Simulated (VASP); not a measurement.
# GaN (F-43m) in VASP: a series of runs

The runs below take GaN through single point, with r2SCAN.

All numbers are computed with VASP 6.6.1; they aren't measurements. Logs are shortened: lines on timing, memory, paths and dates and some standing lists are left out, and cuts for length are marked.

### Step 1. The cell of the first run

The structure is cubic, space group F-43m (No. 216). Conventional cell: a = 4.498 Å, b = 4.498 Å, c = 4.498 Å, α = 90.00°, β = 90.00°, γ = 90.00°. Ga (site symmetry -43m) has 4 N at 1.95 Å within 2.6 Å. N (site symmetry -43m) has 4 Ga at 1.95 Å within 2.6 Å.

### Step 2. Single point, r2SCAN

POSCAR reads:

```
GaN
1.0
    0.0000000000      2.2489367510      2.2489367510
    2.2489367510      0.0000000000      2.2489367510
    2.2489367510      2.2489367510      0.0000000000
Ga N
1 1
Direct
    0.0000000000      0.0000000000      0.0000000000
    0.7500000000      0.7500000000      0.7500000000
```

INCAR.step1 reads:

```
  PREC = Accurate
  ENCUT = 520
  ISMEAR = 0
  SIGMA = 0.02
  LREAL = F
  LASPH = T
  NELM = 100
  NBANDS = 16
  GGA = PE
  ALGO = Normal
  EDIFF = 1E-4
  LWAVE = T
  LCHARG = F
```

INCAR.step2 reads:

```
  PREC = Accurate
  ENCUT = 520
  EDIFF = 1E-6
  ISMEAR = 0
  SIGMA = 0.02
  LREAL = F
  LASPH = T
  NELM = 100
  ALGO = Normal
  ISIF = 2
  LWAVE = F
  LCHARG = F
  METAGGA = R2SCAN
  LMIXTAU = T
  NBANDS = 16
  ISTART = 1
```

KPOINTS reads:

```
Automatic mesh
0
Gamma
  10 10 10
```

Potentials or basis: VASP PAW PBE potentials, release 64 (Ga_d, N).

Started as:

```
$ cat potpaw_PBE.64/Ga_d/POTCAR potpaw_PBE.64/N/POTCAR > POTCAR
$ cp INCAR.step1 INCAR
$ mpirun -np 1 vasp_std > vasp.out
$ cp INCAR.step2 INCAR
$ mpirun -np 1 vasp_std > vasp.out
```

OUTCAR:

```text
PREC = Accurate
   ENCUT = 520
   EDIFF = 1E-6
   ISMEAR = 0
   LREAL = F
   LASPH = T
   NELM = 100
   ISIF = 2
   METAGGA = R2SCAN
   ISTART = 1

 ion  position               nearest neighbor table
   1  0.000  0.000  0.000-   2 1.95   2 1.95   2 1.95   2 1.95
   2  0.750  0.750  0.750-   1 1.95   1 1.95   1 1.95   1 1.95

  LATTYP: Found a face centered cubic cell.
 ALAT       =     4.4978735020

  Lattice vectors:

 A1 = (   0.0000000000,   2.2489367510,   2.2489367510)
 A2 = (   2.2489367510,   0.0000000000,   2.2489367510)
 A3 = (   2.2489367510,   2.2489367510,   0.0000000000)

Analysis of symmetry for initial positions (statically):
[... 5 lines left out ...]
 face centered cubic supercell.

 Subroutine GETGRP returns: Found 24 space group operations
 (whereof 24 operations were pure point group operations)
 out of a pool of 48 trial point group operations.

The static configuration has the point symmetry T_d .

Analysis of symmetry for dynamics (positions and initial velocities):
[... 5 lines left out ...]
 face centered cubic supercell.

 Subroutine GETGRP returns: Found 24 space group operations
 (whereof 24 operations were pure point group operations)
 out of a pool of 48 trial point group operations.

The dynamic configuration has the point symmetry T_d .

 Subroutine INISYM returns: Found 24 space group operations
 (whereof 24 operations are pure point group operations),
 and found     1 'primitive' translations

----------------------------------------------------------------------------------------

                                     Primitive cell

  volume of cell :      22.7490

  direct lattice vectors                    reciprocal lattice vectors
     0.000000000  2.248936751  2.248936751    -0.222327284  0.222327284  0.222327284
     2.248936751  0.000000000  2.248936751     0.222327284 -0.222327284  0.222327284
     2.248936751  2.248936751  0.000000000     0.222327284  0.222327284 -0.222327284

  length of vectors
     3.180476854  3.180476854  3.180476854     0.385082152  0.385082152  0.385082152

  position of ions in fractional coordinates (direct lattice)
     0.000000000  0.000000000  0.000000000
     0.750000000  0.750000000  0.750000000

  ion indices of the primitive-cell ions
   primitive index   ion index
                 1           1
                 2           2

----------------------------------------------------------------------------------------

 KPOINTS: Automatic mesh

Automatic generation of k-mesh.
 Grid dimensions read from file:
 generate k-points for:   10   10   10

 Generating k-lattice:

  Cartesian coordinates                     Fractional coordinates (reciprocal lattice)
    -0.022232728  0.022232728  0.022232728     0.100000000  0.000000000  0.000000000
     0.022232728 -0.022232728  0.022232728     0.000000000  0.100000000  0.000000000
     0.022232728  0.022232728 -0.022232728     0.000000000  0.000000000  0.100000000

  Length of vectors
     0.038508215  0.038508215  0.038508215

  Shift w.r.t. Gamma in fractional coordinates (k-lattice)
     0.000000000  0.000000000  0.000000000

 Subroutine IBZKPT returns following result:
 ===========================================

 Found     47 irreducible k-points:

 Following reciprocal coordinates:
            Coordinates               Weight
  0.000000  0.000000  0.000000      1.000000
  0.100000  0.000000  0.000000      8.000000
  0.200000  0.000000  0.000000      8.000000
  0.300000  0.000000  0.000000      8.000000
  0.400000  0.000000  0.000000      8.000000
  0.500000  0.000000  0.000000      4.000000
[... 16 lines left out ...]
  0.300000  0.300000  0.000000      6.000000
  0.400000  0.300000  0.000000     24.000000
 [... further k-points ...]
   k-points           NKPTS =     47   k-points in BZ     NKDIM =     47   number of bands    NBANDS=     16
   number of dos      NEDOS =    301   number of ions     NIONS =      2
   total plane-waves  NPLWV =  13824
   dimension x,y,z NGX =    24 NGY =   24 NGZ =   24
   dimension x,y,z NGXF=    48 NGYF=   48 NGZF=   48
   ions per type =               1   1
   NGX,Y,Z   is equivalent  to a cutoff of  12.54, 12.54, 12.54 a.u.
   NGXF,Y,Z  is equivalent  to a cutoff of  25.09, 25.09, 25.09 a.u.
 SYSTEM =  unknown system
   PREC   = accura    normal or accurate (medium, high low for compatibility)
   ISTART =      1    job   : 0-new  1-cont  2-samecut
   ICHARG =      0    charge: 1-file 2-atom 10-const
   ISPIN  =      1    spin polarized calculation?
   LNONCOLLINEAR =      F non collinear calculations
   LSORBIT =      F    spin-orbit coupling
   LASPH  =      T    aspherical Exc in radial PAW
   ENCUT  =  520.0 eV  38.22 Ry    6.18 a.u.   5.91  5.91  5.91*2*pi/ulx,y,z
   NELM   =    100;   NELMIN=  2; NELMDL=  0     # of ELM steps
   EDIFF  = 0.1E-05   stopping-criterion for ELM
   LREAL  =      F    real-space projection
   EDIFFG = 0.1E-04   stopping-criterion for IOM
   NSW    =      0    number of steps for IOM
   IBRION =     -1    ionic relax: 0-MD 1-quasi-New 2-CG
   NFREE  =      0    steps in history (QN), initial steepest desc. (CG)
   ISIF   =      2    stress and relaxation
   ISYM   =      2    0-nonsym 1-usesym 2-fastsym
   POTIM  = 0.5000    time-step for ionic-motion
   TEBEG  =    0.0;   TEEND  =   0.0 temperature during run
   PSTRESS=    0.0 pullay stress
   NELECT =      18.0000    total number of electrons
   NUPDOWN=      -1.0000    fix difference up-down
   EMIN   =  10.00;   EMAX   =-10.00  energy-range for DOS
   EFERMI =   0.00;   METHOD = LEGACY
   ISMEAR =     0;   SIGMA  =   0.02  broadening in eV -4-tet -1-fermi 0-gaus
   EFERMI_NEDOS =   21; number of points for ismear=-14 and -15
   IALGO  =     38    algorithm
   IMIX   =      4    mixing-type and parameters
     AMIX     =   0.40;   BMIX     =  1.00
     AMIX_MAG =   1.60;   BMIX_MAG =  1.00
  volume/ion in A,a.u.               =      11.37        76.76
  Fermi-wavevector in a.u.,A,eV,Ry     =   1.514183  2.861391 31.194768  2.292751
  Thomas-Fermi vector in A             =   2.623875
   LORBIT       =      0    0 simple, 1 ext, 2 COOP (PROOUT), +10 PAW based schemes
   METAGGA = R2SCAN    functional components
   LHFCALC =     F    Hartree Fock is set to
   AEXX    =    0.0000 exact exchange contribution
   IVDW    =     0    specifies the selected vdW correction
   LEPSILON=     F    determine dielectric tensor
   LRPA    =     F    only Hartree local field effects (RPA)
 non-spin polarized calculation
 Gauss-broadening in eV      SIGMA  =   0.02
  energy-cutoff  :      520.00
  volume of cell :       22.75
 maximum number of plane-waves:       622
   NGX = 11   NGY = 11   NGZ = 11

 number of electron      18.0000009 magnetization

 Free energy of the ion-electron system (eV)
  ---------------------------------------------------
  ext. energy  EPLUGINS =         0.00000000
  ---------------------------------------------------
  free energy    TOTEN  =       -21.89635205 eV

  energy without entropy =      -21.89635205  energy(sigma->0) =      -21.89635205

 E-fermi :   5.2505     XC(G=0): -12.6708

 val. band max:        5.0827377141   @ k =   0.0000   0.0000   0.0000
 cond. band min:       7.2425592930   @ k =   0.0000   0.0000   0.0000
 fundamental gap:      2.1598215789
 Fermi energy:         5.2505035985

 k-point     1 :       0.0000    0.0000    0.0000
  band No.  band energies     occupation
      1     -11.7005      2.00000
      2      -8.7525      2.00000
      3      -8.7525      2.00000
      4      -8.7525      2.00000
      5      -8.3953      2.00000
      6      -8.3953      2.00000
[... 8 lines left out ...]
     15      24.8574      0.00000
     16      24.8574      0.00000

 k-point     2 :       0.1000    0.0000    0.0000
  band No.  band energies     occupation
      1     -11.5885      2.00000
      2      -8.7380      2.00000
      3      -8.7380      2.00000
      4      -8.7124      2.00000
      5      -8.3965      2.00000
      6      -8.3965      2.00000
[... 8 lines left out ...]
     15      23.4354      0.00000
     16      23.5483      0.00000

 k-point     3 :       0.2000    0.0000    0.0000
  band No.  band energies     occupation
      1     -11.3016      2.00000
      2      -8.7041      2.00000
      3      -8.7041      2.00000
      4      -8.5512      2.00000
      5      -8.3953      2.00000
      6      -8.3953      2.00000
[... 8 lines left out ...]
     15      22.6451      0.00000
     16      22.6451      0.00000

 k-point     4 :       0.3000    0.0000    0.0000
  band No.  band energies     occupation
      1     -10.9796      2.00000
      2      -8.6725      2.00000
      3      -8.6725      2.00000
      4      -8.3822      2.00000
      5      -8.3821      2.00000
      6      -8.1745      2.00000
[... 8 lines left out ...]
     15      23.2039      0.00000
     16      23.2040      0.00000

 k-point     5 :       0.4000    0.0000    0.0000
  band No.  band energies     occupation
      1     -10.7672      2.00000
      2      -8.6573      2.00000
      3      -8.6573      2.00000
      4      -8.3603      2.00000
      5      -8.3603      2.00000
      6      -7.6035      2.00000
[... 8 lines left out ...]
     15      24.7502      0.00000
     16      24.7503      0.00000

 k-point     6 :       0.5000    0.0000    0.0000
  band No.  band energies     occupation
      1     -10.7004      2.00000
      2      -8.6539      2.00000
      3      -8.6539      2.00000
      4      -8.3492      2.00000
      5      -8.3492      2.00000
      6      -7.2671      2.00000
[... 8 lines left out ...]
     15      25.8893      0.00000
     16      25.8894      0.00000
[... 267 lines left out ...]
 k-point    21 :      -0.3000    0.2000    0.0000
  band No.  band energies     occupation
      1     -10.6921      2.00000
      2      -8.6413      2.00000
      3      -8.6013      2.00000
      4      -8.4023      2.00000
      5      -8.4002      2.00000
      6      -7.4797      2.00000
[... 8 lines left out ...]
     15      23.4373      0.00000
     16      26.7373      0.00000

 k-point    22 :      -0.2000    0.2000    0.0000
  band No.  band energies     occupation
      1     -10.8799      2.00000
      2      -8.6518      2.00000
      3      -8.6418      2.00000
      4      -8.4175      2.00000
      5      -8.4119      2.00000
      6      -8.0041      2.00000
[... 8 lines left out ...]
     15      23.4743      0.00000
     16      26.7187      0.00000

 k-point    23 :       0.3000    0.3000    0.0000
  band No.  band energies     occupation
      1     -10.7824      2.00000
      2      -8.5781      2.00000
      3      -8.5508      2.00000
      4      -8.5508      2.00000
      5      -8.3425      2.00000
      6      -7.9977      2.00000
[... 8 lines left out ...]
     15      27.9625      0.00000
     16      28.6989      0.00000

 k-point    24 :       0.4000    0.3000    0.0000
  band No.  band energies     occupation
      1     -10.6364      2.00000
      2      -8.5974      2.00000
      3      -8.5130      2.00000
      4      -8.5098      2.00000
      5      -8.3325      2.00000
      6      -7.5767      2.00000
[... 8 lines left out ...]
     15      28.4585      0.00000
     16      28.5427      0.00000

 [... further k-points ...]
[... 5 lines left out ...]
  --------------------------------------------------------------------------------------
  -------------------------------------------------------------------------------------
  Total        0.1517028      0.1517028      0.1517028      0.0000000      0.0000000      0.0000000
  in kB       10.6842128     10.6842128     10.6842128      0.0000000      0.0000000      0.0000000
  external PRESSURE =      10.6842128 kB  Pullay stress =       0.0000000 kB

 VOLUME and BASIS-vectors are now :
 -----------------------------------------------------------------------------
  energy-cutoff  :      520.00
  volume of cell :       22.75
      direct lattice vectors                 reciprocal lattice vectors
     0.000000000  2.248936751  2.248936751    -0.222327284  0.222327284  0.222327284
     2.248936751  0.000000000  2.248936751     0.222327284 -0.222327284  0.222327284
     2.248936751  2.248936751  0.000000000     0.222327284  0.222327284 -0.222327284

 POSITION                                       TOTAL-FORCE (eV/Angst)
 -----------------------------------------------------------------------------------
      0.00000      0.00000      0.00000         0.000000     -0.000000      0.000000
      3.37341      3.37341      3.37341        -0.000000      0.000000     -0.000000
 -----------------------------------------------------------------------------------
    total drift:                               -0.000008     -0.000008     -0.000008

  FREE ENERGIE OF THE ION-ELECTRON SYSTEM (eV)
  ---------------------------------------------------
  free  energy   TOTEN  =       -21.8963520537 eV

  energy  without entropy=      -21.8963520537  energy(sigma->0) =      -21.89635205
```

Run time: 31 s. Hardware: 1 thread of Intel Xeon Platinum 8559C (Emerald Rapids), shared host; peak memory 0.15 GiB.

Results:

```yaml
Free_energy: -21.8964 eV
Pressure: 1.1 GPa
Band_gap_on_the_k_mesh: 2.16 eV, direct
```

Caveat: the PAW data sets were made with another functional, which shifts forces and pressure a little.

### Step 3. Single point, r2SCAN (volume scaled by 1.03)

POSCAR reads:

```
GaN
1.0
    0.0000000000      2.2712048997      2.2712048997
    2.2712048997      0.0000000000      2.2712048997
    2.2712048997      2.2712048997      0.0000000000
Ga N
1 1
Direct
    0.0000000000      0.0000000000      0.0000000000
    0.7500000000      0.7500000000      0.7500000000
```

INCAR.step1 reads:

```
ALGO     = Normal         # electronic algorithm
EDIFF    = 1E-4           # SCF threshold, eV
ENCUT    = 520            # plane-wave cutoff, eV
GGA      = PE             # functional
ISMEAR   = 0              # smearing method
LASPH    = T              # aspherical terms in the spheres
LCHARG   = F              # write CHGCAR
LREAL    = F              # projectors in reciprocal space
LWAVE    = T              # write WAVECAR
NBANDS   = 16             # bands
NELM     = 80             # most SCF steps
PREC     = Accurate       # precision mode
SIGMA    = 0.02           # smearing width, eV
```

INCAR.step2 reads:

```
ALGO     = Normal         # electronic algorithm
EDIFF    = 1E-6           # SCF threshold, eV
ENCUT    = 520            # plane-wave cutoff, eV
ISIF     = 2              # what is computed and relaxed
ISMEAR   = 0              # smearing method
ISTART   = 1            
LASPH    = T              # aspherical terms in the spheres
LCHARG   = F              # write CHGCAR
LMIXTAU  = T            
LREAL    = F              # projectors in reciprocal space
LWAVE    = F              # write WAVECAR
METAGGA  = R2SCAN         # meta-GGA
NBANDS   = 16             # bands
NELM     = 80             # most SCF steps
PREC     = Accurate       # precision mode
SIGMA    = 0.02           # smearing width, eV
```

KPOINTS reads:

```
k-points
0
Gamma
  10 10 10
```

Potentials or basis: VASP PAW PBE potentials, release 64 (Ga_d, N).

Started as:

```
$ cat potpaw_PBE.64/Ga_d/POTCAR potpaw_PBE.64/N/POTCAR > POTCAR
$ cp INCAR.step1 INCAR
$ mpirun -np 1 vasp_std > vasp.out
$ cp INCAR.step2 INCAR
$ mpirun -np 1 vasp_std > vasp.out
```

Run time: 30 s. Hardware: 1 thread of Intel Xeon Platinum 8559C (Emerald Rapids), shared host; peak memory 0.15 GiB.

It converged, with:

| Property | Result |
| --- | --- |
| Free energy | -21.8895 eV |
| Pressure | -4.5 GPa |
| Band gap on the k mesh | 1.96 eV, direct |

Levels at points of the mesh, in eV from the valence-band top:
| k point | band 5 | band 6 | band 7 | band 8 | band 9 | band 10 | band 11 | band 12 | band 13 | band 14 |
| --- | --- | --- | --- | --- | --- | --- | --- | --- | --- | --- |
| (0.00, 0.00, 0.00) | -13.49 | -13.49 | 0.00 | 0.00 | 0.00 | 1.96 | 10.85 | 10.85 | 10.85 | 18.22 |
| (0.50, 0.00, 0.00) | -13.45 | -12.37 | -7.00 | -0.97 | -0.97 | 5.00 | 9.32 | 10.87 | 10.87 | 16.29 |
| (0.50, 0.50, 0.00) | -13.42 | -11.98 | -6.12 | -2.70 | -2.70 | 3.76 | 7.09 | 12.40 | 14.68 | 14.68 |

Caveat: the PAW data sets were made with another functional, which shifts forces and pressure a little.

(Continued in part 2 of 2.)
